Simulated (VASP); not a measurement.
Set up this calculation in VASP 6.6.1, as the native input.

```yaml
Task: single point
Functional: PBEsol
Potentials_or_basis: VASP PAW PBE potentials, release 64 (K_sv, I)
Cutoff: 520 eV
k_mesh: 3 × 3 × 3
Occupations: gaussian, width 0.01 eV
Spin: no spin polarisation
Dipole_correction: no
Further_INCAR_settings: ALGO = Normal; EDIFF = 1e-06; NBANDS = 15
```

The structure of KI lies in POSCAR:

```
KI
1.0
    0.0000000000      3.5327750000      3.5327750000
    3.5327750000      0.0000000000      3.5327750000
    3.5327750000      3.5327750000      0.0000000000
K I
1 1
Direct
    0.0000000000      0.0000000000      0.0000000000
    0.5000000000      0.5000000000      0.5000000000
```

The input as run:

INCAR

```
SYSTEM = KI
ALGO = Normal
EDIFF = 1E-6
ENCUT = 520
GGA = PS
ISIF = 2
ISMEAR = 0
LASPH = .TRUE.
LCHARG = .TRUE.
LELF = .TRUE.
LREAL = .FALSE.
LVHAR = .TRUE.
LWAVE = .FALSE.
NBANDS = 15
NELM = 60
PREC = Accurate
SIGMA = 0.01
```

KPOINTS

```
k-points
0
G
  3 3 3
  0 0 0
```

Potentials or basis: VASP PAW PBE potentials, release 64 (K_sv, I).

The run is started by

```sh
$ cat potpaw_PBE.64/K_sv/POTCAR potpaw_PBE.64/I/POTCAR > POTCAR
$ mpirun -np 1 vasp_std > vasp.out
```

Results of the run:

```yaml
Pressure: -0.2 GPa
Band_gap_on_the_k_mesh: 3.81 eV, direct
```

Caveat: the k points lie up to 0.51 Å⁻¹ apart; the PAW data sets were made with another functional, which shifts forces and pressure a little; spin-orbit coupling is left out, which moves the levels of the heavy elements.

It took 7.5 s on 1 thread of Intel(R) Xeon(R) Platinum 8375C CPU @ 2.90GHz (Ice Lake), with other jobs on the host, peak memory 0.22 GiB.
